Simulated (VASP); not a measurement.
# GaCo in VASP: notebook, part 3 of 3

VASP 6.6.1.

**5. Single point, LDA, collinear spin, ferromagnetic start**

The input, INCAR:

```
PREC = Accurate ; ENCUT = 600
EDIFF = 1E-6 ; ISMEAR = -1
SIGMA = 0.05 ; LREAL = F
LASPH = T ; NELM = 200
ALGO = Normal ; ISIF = 2
LWAVE = F ; LCHARG = F
ISPIN = 2 ; MAGMOM = 0 2
LORBIT = 11 ; LMAXMIX = 4
NBANDS = 22 ; GGA_COMPAT = F
```

The input, KPOINTS:

```
Automatic mesh
0
Gamma
  5 5 5
```

The input, POSCAR:

```
GaCo
1.0
    2.8780000000      0.0000000000      0.0000000000
    0.0000000000      2.8780000000      0.0000000000
    0.0000000000      0.0000000000      2.8780000000
Ga Co
1 1
Direct
    0.5074210000      0.4969440000      0.5225020000
    0.0098300000     -0.0159120000     -0.0054720000
```

Potentials or basis: VASP PAW LDA potentials, release 64 (Ga_d, Co).

Command:

```bash
$ cat potpaw_LDA.64/Ga_d/POTCAR potpaw_LDA.64/Co/POTCAR > POTCAR
$ mpirun -np 1 vasp_std > vasp.out
```

OUTCAR:

```text
PREC = Accurate
   ENCUT = 600
   EDIFF = 1E-6
   ISMEAR = -1
   LREAL = F
   LASPH = T
   NELM = 200
   ISIF = 2
   ISPIN = 2
   LORBIT = 11

 ion  position               nearest neighbor table
   1  0.507  0.497  0.523-   2 2.42   2 2.43   2 2.46   2 2.47   2 2.52   2 2.52   2 2.56   2 2.56

   2  0.010  0.984  0.995-   1 2.42   1 2.43   1 2.46   1 2.47   1 2.52   1 2.52   1 2.56   1 2.56

  LATTYP: Found a simple cubic cell.
 ALAT       =     2.8780000000

  Lattice vectors:

 A1 = (   2.8780000000,   0.0000000000,   0.0000000000)
 A2 = (   0.0000000000,   2.8780000000,   0.0000000000)
 A3 = (   0.0000000000,   0.0000000000,   2.8780000000)

Analysis of symmetry for initial positions (statically):
=====================================================================
 Subroutine PRICEL returns:
 Original cell was already a primitive cell.

 Routine SETGRP: Setting up the symmetry group for a
 simple cubic supercell.

 Subroutine GETGRP returns: Found  1 space group operations
 (whereof  1 operations were pure point group operations)
 out of a pool of 48 trial point group operations.

The static configuration has the point symmetry C_1 .

Analysis of symmetry for dynamics (positions and initial velocities):
=====================================================================
 Subroutine PRICEL returns:
 Original cell was already a primitive cell.

 Routine SETGRP: Setting up the symmetry group for a
 simple cubic supercell.

 Subroutine GETGRP returns: Found  1 space group operations
 (whereof  1 operations were pure point group operations)
 out of a pool of 48 trial point group operations.

The dynamic configuration has the point symmetry C_1 .

Analysis of structural, dynamic, and magnetic symmetry:
=====================================================================
 Subroutine PRICEL returns:
[... 149 lines left out ...]

 Free energy of the ion-electron system (eV)
  ---------------------------------------------------
  ext. energy  EPLUGINS =         0.00000000
  ---------------------------------------------------
  free energy    TOTEN  =       -12.46631037 eV

  energy without entropy =      -12.45707422  energy(sigma->0) =      -12.46169230

 E-fermi :   9.5305     XC(G=0): -13.5364

 val. band max:        9.5110318813   @ k =   0.4000   0.4000   0.0000
 cond. band min:       9.6528240533   @ k =   0.4000   0.0000   0.0000
 fundamental gap:      0.1417921720
 Fermi energy:         9.5305052566

 spin component 1

 k-point     1 :       0.0000    0.0000    0.0000
  band No.  band energies     occupation
      1      -5.7338      1.00000
      2      -5.7337      1.00000
      3      -5.3932      1.00000
      4      -5.3906      1.00000
      5      -5.3893      1.00000
      6      -2.5469      1.00000
[... 589 lines left out ...]
     21      31.6698      0.00000
     22      33.7376      0.00000

 [... further k-points ...]

 spin component 2

 k-point     1 :       0.0000    0.0000    0.0000
  band No.  band energies     occupation
      1      -5.7338      1.00000
      2      -5.7337      1.00000
      3      -5.3931      1.00000
      4      -5.3905      1.00000
      5      -5.3893      1.00000
      6      -2.5470      1.00000
[... 589 lines left out ...]
     21      31.6696      0.00000
     22      33.7376      0.00000

 [... further k-points ...]

------------------------ aborting loop because EDIFF is reached ----------------------------------------

  FORCE on cell =-STRESS in cart. coord.  units (eV):
  Direction    XX          YY          ZZ          XY          YZ          ZX
  --------------------------------------------------------------------------------------
  -------------------------------------------------------------------------------------
  Total       -1.8489320     -1.8601407     -1.9005598     -0.0067301      0.0757789     -0.0142584
  in kB     -124.2679559   -125.0213022   -127.7378917     -0.4523327      5.0931479     -0.9583159
  external PRESSURE =    -125.6757166 kB  Pullay stress =       0.0000000 kB

 VOLUME and BASIS-vectors are now :
 -----------------------------------------------------------------------------
  energy-cutoff  :      600.00
  volume of cell :       23.84
      direct lattice vectors                 reciprocal lattice vectors
     2.878000000  0.000000000  0.000000000     0.347463516  0.000000000  0.000000000
     0.000000000  2.878000000  0.000000000     0.000000000  0.347463516  0.000000000
     0.000000000  0.000000000  2.878000000     0.000000000  0.000000000  0.347463516

 POSITION                                       TOTAL-FORCE (eV/Angst)
 -----------------------------------------------------------------------------------
      1.46036      1.43020      1.50376         0.037974     -0.201629     -0.427638
      0.02829      2.83221      2.86225        -0.037974      0.201629      0.427638
 -----------------------------------------------------------------------------------
    total drift:                               -0.000258      0.000077     -0.000165

  FREE ENERGIE OF THE ION-ELECTRON SYSTEM (eV)
  ---------------------------------------------------
  free  energy   TOTEN  =       -12.4663103719 eV

  energy  without entropy=      -12.4570742219  energy(sigma->0) =      -12.46169230

 total charge

# of ion       s       p       d       tot
------------------------------------------
    1        0.860   0.893  10.051  11.804
    2        0.388   0.448   7.536   8.372
--------------------------------------------------
tot          1.248   1.342  17.587  20.176

 magnetization (x)

# of ion       s       p       d       tot
------------------------------------------
    1        0.000   0.000   0.000   0.000
    2        0.000   0.000  -0.001  -0.001
--------------------------------------------------
tot          0.000   0.000  -0.001  -0.001
```

stdout:

```text
POSCAR found type information on POSCAR GaCo
 POSCAR found :  2 types and       2 ions
 scaLAPACK will be used
 LDA part: xc-table for (Slater(with rela. corr.)+CA(PZ))
 , standard interpolation
 POSCAR, INCAR and KPOINTS ok, starting setup
 FFT: planning ... GRIDC
 FFT: planning ... GRID_SOFT
 FFT: planning ... GRID
 WAVECAR not read
 entering main loop
```

Run time: 21 s. Hardware: 1 thread of Intel Xeon 6975P-C (Granite Rapids), shared host; peak memory 0.18 GiB.

What came out:

- Free energy: -12.4663 eV
- Pressure: -12.6 GPa
- Largest force: 0.474 eV/Å
- Band gap on the k mesh: zero (filled and empty bands overlap)
- Net moment: 0.00 μB per cell
- Valence electrons inside the program's atomic spheres: Ga 11.80; Co 8.37

Forces on the atoms (eV/Å):
```
Ga   0.038 -0.202 -0.428
Co  -0.038  0.202  0.428
```

Caveat: the k points lie up to 0.44 Å⁻¹ apart; the starting moments collapsed, and a magnetic state may lie lower.
